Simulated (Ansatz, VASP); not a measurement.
## B2SbI3: VASP beside Ansatz

```xyz
6
Lattice="4.6673 0.0000 0.0000 0.0000 4.6673 0.0000 0.0000 0.0000 9.9998" Properties=species:S:1:pos:R:3 pbc="T T T"
B     0.0000    2.3336    0.0000
B     2.3336    0.0000    0.0000
Sb    0.0000    0.0000    4.9999
I     2.3336    2.3336    0.0000
I     0.0000    0.0000    1.9768
I     0.0000    0.0000    8.0230
```

Alike in both runs: functional PBE; k mesh 4 × 4 × 2; occupations gaussian, width 0.1 eV; no spin polarisation.

Ansatz relaxed the structure, and its values are those at the end. VASP's run is a single point on that final structure, the one shown.

|  | VASP | Ansatz |
| --- | --- | --- |
| version | VASP 6.6.1 | Ansatz 0.2.0 |
| potentials or method | VASP PAW PBE potentials, release 64 (B, Sb, I), cutoff 520 eV | scalar-relativistic, plane waves, PAW |
| valence electrons in the cell | 32 | 72 |

|  | VASP | Ansatz | Ansatz less VASP |
| --- | --- | --- | --- |
| gap on the k mesh at the Fermi level (eV) | none | none | - |
| pressure (GPa) | -0.2 | -0.2 | +0.03 |
| rms of the force components (eV/Å) | 0.003 | 0.005 | +0.0017 |

A gap of «none» marks a metal or a gap that the smearing closes. VASP's potentials hold 32 valence electrons a cell and Ansatz's 72, so a difference there can come from the potentials and not from the codes.

Spin-orbit coupling is off throughout.
